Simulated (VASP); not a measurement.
# ZrZnS3O12 (R3c) in VASP: further runs, part 2 of 2

VASP 6.6.1. The steps go on from the part before.

## (3) Electric field gradients, PBE

INCAR reads:

```
ALGO = Normal ; EDIFF = 1E-8
ENCUT = 520 ; GGA = PE
ISIF = 2 ; ISMEAR = -1
LASPH = T ; LCHARG = F
LEFG = T ; LREAL = Auto
LWAVE = F ; NBANDS = 137
NELM = 100 ; PREC = Accurate
SIGMA = 0.02
```

KPOINTS reads:

```
k-points
0
Gamma
  3 3 3
```

POSCAR reads:

```
ZrZnS3O12
1.0
    4.4238959984      2.5541375456      7.5767055867
   -4.4238959984      2.5541375456      7.5767055867
    0.0000000000     -5.1082750911      7.5767055867
Zr Zn S O
2 2 6 24
Direct
    0.3556955400      0.3556955400      0.3556955400
    0.8556955400      0.8556955400      0.8556955400
    0.6468347700      0.6468347700      0.6468347700
    0.1468347700      0.1468347700      0.1468347700
    0.0357100900      0.4554715900      0.7556438100
    0.7556438100      0.0357100900      0.4554715900
    0.4554715900      0.7556438100      0.0357100900
    0.2556438100      0.9554715900      0.5357100900
    0.5357100900      0.2556438100      0.9554715900
    0.9554715900      0.5357100900      0.2556438100
    0.8774666200      0.4861615400      0.7273133700
    0.7273133700      0.8774666200      0.4861615400
    0.4861615400      0.7273133700      0.8774666200
    0.2273133700      0.9861615400      0.3774666200
    0.3774666200      0.2273133700      0.9861615400
    0.9861615400      0.3774666200      0.2273133700
    0.1239612900      0.5121671300      0.2714562700
    0.2714562700      0.1239612900      0.5121671300
    0.5121671300      0.2714562700      0.1239612900
    0.7714562700      0.0121671300      0.6239612900
    0.6239612900      0.7714562700      0.0121671300
    0.0121671300      0.6239612900      0.7714562700
    0.7921833800      0.5690355400      0.4151390700
    0.4151390700      0.7921833800      0.5690355400
    0.5690355400      0.4151390700      0.7921833800
    0.9151390700      0.0690355400      0.2921833800
    0.2921833800      0.9151390700      0.0690355400
    0.0690355400      0.2921833800      0.9151390700
    0.2053025300      0.4343735900      0.5860838600
    0.5860838600      0.2053025300      0.4343735900
    0.4343735900      0.5860838600      0.2053025300
    0.0860838600      0.9343735900      0.7053025300
    0.7053025300      0.0860838600      0.9343735900
    0.9343735900      0.7053025300      0.0860838600
```

Potentials or basis: VASP PAW PBE potentials, release 64 (Zr_sv, Zn, S, O).

Started as:

```
cat potpaw_PBE.64/Zr_sv/POTCAR potpaw_PBE.64/Zn/POTCAR potpaw_PBE.64/S/POTCAR potpaw_PBE.64/O/POTCAR > POTCAR
mpirun -np 1 vasp_std > vasp.out
```

OUTCAR:

```text
EDIFF = 1E-8
   ENCUT = 520
   GGA = PE
   ISIF = 2
   ISMEAR = -1
   LASPH = T
   LREAL = Auto
   NELM = 100
   PREC = Accurate

 ion  position               nearest neighbor table
   1  0.356  0.356  0.356-  30 2.08  29 2.08  31 2.08  17 2.11  19 2.11  18 2.11
   2  0.856  0.856  0.856-  33 2.08  34 2.08  32 2.08  22 2.11  20 2.11  21 2.11
   3  0.647  0.647  0.647-  11 2.09  13 2.09  12 2.09  24 2.09  23 2.09  25 2.09
   4  0.147  0.147  0.147-  16 2.09  14 2.09  15 2.09  27 2.09  28 2.09  26 2.09
   5  0.036  0.455  0.756-  28 1.46  11 1.46  29 1.51  22 1.51
   6  0.756  0.036  0.455-  26 1.46  12 1.46  30 1.51  20 1.51
   7  0.455  0.756  0.036-  27 1.46  13 1.46  31 1.51  21 1.51
   8  0.256  0.955  0.536-  24 1.46  14 1.46  32 1.51  18 1.51
   9  0.536  0.256  0.955-  25 1.46  15 1.46  33 1.51  19 1.51
  10  0.955  0.536  0.256-  23 1.46  16 1.46  34 1.51  17 1.51
  11  0.877  0.486  0.727-   5 1.46   3 2.09
  12  0.727  0.877  0.486-   6 1.46   3 2.09
  13  0.486  0.727  0.877-   7 1.46   3 2.09
  14  0.227  0.986  0.377-   8 1.46   4 2.09
  15  0.377  0.227  0.986-   9 1.46   4 2.09
  16  0.986  0.377  0.227-  10 1.46   4 2.09
[... 16 lines left out ...]
  33  0.705  0.086  0.934-   9 1.51   2 2.08
  34  0.934  0.705  0.086-  10 1.51   2 2.08

  LATTYP: Found a trigonal (rhomboedric) cell.
 ALAT       =     9.1378849825
 COS(alpha) =     0.5312422747

[... 1071 lines left out ...]
  energy  without entropy=     -222.1191122504  energy(sigma->0) =     -222.11911225

 Electric field gradients (V/A^2)
---------------------------------------------------------------------
 ion       V_xx      V_yy      V_zz      V_xy      V_xz      V_yz
---------------------------------------------------------------------
   1      -7.605    -7.605    15.209     0.000     0.000    -0.000
   2      -7.605    -7.605    15.209    -0.000    -0.000    -0.000
   3      -2.451    -2.451     4.903     0.000     0.000    -0.000
   4      -2.451    -2.451     4.903    -0.000    -0.000    -0.000
   5      -6.022     3.477     2.545    17.528   -24.207    10.481
   6      16.282   -18.827     2.545    -4.651     3.027   -26.205
[... 26 lines left out ...]
  33     133.346   -72.801   -60.546    15.120   -32.225    -4.877
  34      -8.169    68.715   -60.546   -96.825    20.336   -25.470
---------------------------------------------------------------------

 Electric field gradients after diagonalization (V/A^2)
 (convention: |V_zz| > |V_xx| > |V_yy|)
----------------------------------------------------------------------
 ion       V_xx      V_yy      V_zz     asymmetry (V_yy - V_xx)/ V_zz
----------------------------------------------------------------------
   1      -7.605    -7.605    15.209       0.000
   2      -7.605    -7.605    15.209       0.000
   3      -2.451    -2.451     4.903       0.000
   4      -2.451    -2.451     4.903       0.000
   5      23.708    12.823   -36.531       0.298
   6      23.708    12.823   -36.531       0.298
[... 26 lines left out ...]
  33     -74.608   -65.115   139.723       0.068
  34     -74.608   -65.115   139.723       0.068
----------------------------------------------------------------------

           NMR quadrupolar parameters

 Cq : quadrupolar parameter    Cq=e*Q*V_zz/h
 eta: asymmetry parameters     (V_yy - V_xx)/ V_zz
 Q  : nuclear electric quadrupole moment in mb (millibarn)
----------------------------------------------------------------------
 ion       Cq(MHz)       eta       Q (mb)
----------------------------------------------------------------------
   1       0.037       0.000       1.000
   2       0.037       0.000       1.000
   3       0.012       0.000       1.000
   4       0.012       0.000       1.000
   5      -0.088       0.298       1.000
   6      -0.088       0.298       1.000
[... 26 lines left out ...]
  33       0.338       0.068       1.000
  34       0.338       0.068       1.000
----------------------------------------------------------------------
```

OSZICAR:

```text
N       E                     dE             d eps       ncg     rms          rms(c)
DAV:   1     0.256788536911E+04    0.25679E+04   -0.11500E+05  1644   0.167E+03
DAV:   2     0.633603886874E+02   -0.25045E+04   -0.24032E+04  1948   0.443E+02
DAV:   3    -0.245224311030E+03   -0.30858E+03   -0.30546E+03  1850   0.177E+02
[... 12 lines left out ...]
DAV:  16    -0.222119111441E+03   -0.31272E-07   -0.10698E-05  2232   0.376E-02    0.545E-03
DAV:  17    -0.222119112243E+03   -0.80202E-06   -0.47392E-06  2408   0.969E-03    0.344E-03
DAV:  18    -0.222119112103E+03    0.14031E-06   -0.66839E-07  2040   0.374E-03    0.122E-03
DAV:  19    -0.222119112265E+03   -0.16240E-06   -0.33937E-07  2288   0.272E-03    0.917E-04
DAV:  20    -0.222119112252E+03    0.13177E-07   -0.59183E-08  1608   0.160E-03    0.370E-04
DAV:  21    -0.222119112250E+03    0.15716E-08   -0.12835E-08  1088   0.393E-04
   1 F= -.22211911E+03 E0= -.22211911E+03  d E =-.641974E-13
```

It took 44 min on 1 thread of Intel Xeon Platinum 8259CL at 2.50GHz (Skylake/Cascade Lake), shared host; peak memory 0.86 GiB.

Results:

| Item | Value |
| --- | --- |
| Free energy | -222.1191 eV |
| Pressure | -0.7 GPa |
| Largest force | 0.299 eV/Å |
| Band gap on the k mesh | 4.06 eV, direct |

Forces on the atoms (eV/Å):
```
Zr   0.000  0.000  0.110
Zr   0.000  0.000  0.110
Zn   0.000  0.000 -0.010
Zn   0.000  0.000 -0.010
S    0.086 -0.237  0.030
S    0.162  0.193  0.030
S   -0.248  0.044  0.030
S    0.248  0.044  0.030
S   -0.162  0.193  0.030
S   -0.086 -0.237  0.030
O    0.053 -0.027  0.055
O   -0.003  0.060  0.055
O   -0.050 -0.032  0.055
O    0.050 -0.032  0.055
O    0.003  0.060  0.055
O   -0.053 -0.027  0.055
O    0.254 -0.145  0.064
O   -0.001  0.292  0.064
O   -0.253 -0.147  0.064
O    0.253 -0.147  0.064
O    0.001  0.292  0.064
O   -0.254 -0.145  0.064
O    0.165  0.199 -0.034
O   -0.255  0.043 -0.034
O    0.090 -0.242 -0.034
O   -0.090 -0.242 -0.034
O    0.255  0.043 -0.034
O   -0.165  0.199 -0.034
O    0.076  0.116 -0.149
O   -0.139  0.008 -0.149
O    0.062 -0.124 -0.149
O   -0.062 -0.124 -0.149
O    0.139  0.008 -0.149
O   -0.076  0.116 -0.149
```

Levels at points of the mesh, in eV from the valence-band top:
| k point | band 112 | band 113 | band 114 | band 115 | band 116 | band 117 |
| --- | --- | --- | --- | --- | --- | --- |
| (0.00, 0.00, 0.00) | -0.01 | -0.01 | 0.00 | 4.06 | 4.14 | 4.14 |

Electric field gradients, principal values (V/Å²):
```tsv
atom	least	middle	greatest (by size)
1 Zr	-7.605	-7.605	15.209
2 Zr	-7.605	-7.605	15.209
3 Zn	-2.451	-2.451	4.903
4 Zn	-2.451	-2.451	4.903
5 S	12.823	23.708	-36.531
6 S	12.823	23.708	-36.531
7 S	12.823	23.708	-36.531
8 S	12.823	23.708	-36.531
9 S	12.823	23.708	-36.531
10 S	12.823	23.708	-36.531
11 O	-66.220	-77.526	143.747
12 O	-66.220	-77.526	143.747
13 O	-66.220	-77.526	143.747
14 O	-66.220	-77.526	143.747
15 O	-66.220	-77.526	143.747
16 O	-66.220	-77.526	143.747
17 O	-67.702	-73.402	141.104
18 O	-67.702	-73.402	141.104
19 O	-67.702	-73.402	141.104
20 O	-67.702	-73.402	141.104
21 O	-67.702	-73.402	141.104
22 O	-67.702	-73.402	141.104
23 O	-65.075	-79.319	144.394
24 O	-65.075	-79.319	144.394
25 O	-65.075	-79.319	144.394
26 O	-65.075	-79.319	144.394
27 O	-65.075	-79.319	144.394
28 O	-65.075	-79.319	144.394
29 O	-65.115	-74.608	139.723
30 O	-65.115	-74.608	139.723
31 O	-65.115	-74.608	139.723
32 O	-65.115	-74.608	139.723
33 O	-65.115	-74.608	139.723
34 O	-65.115	-74.608	139.723
```

Caveat: without QUAD_EFG the Cq values of the log hold for a quadrupole moment of 1 mb, not for the nuclei. As with any semilocal functional, this PBE gap is likely too small.
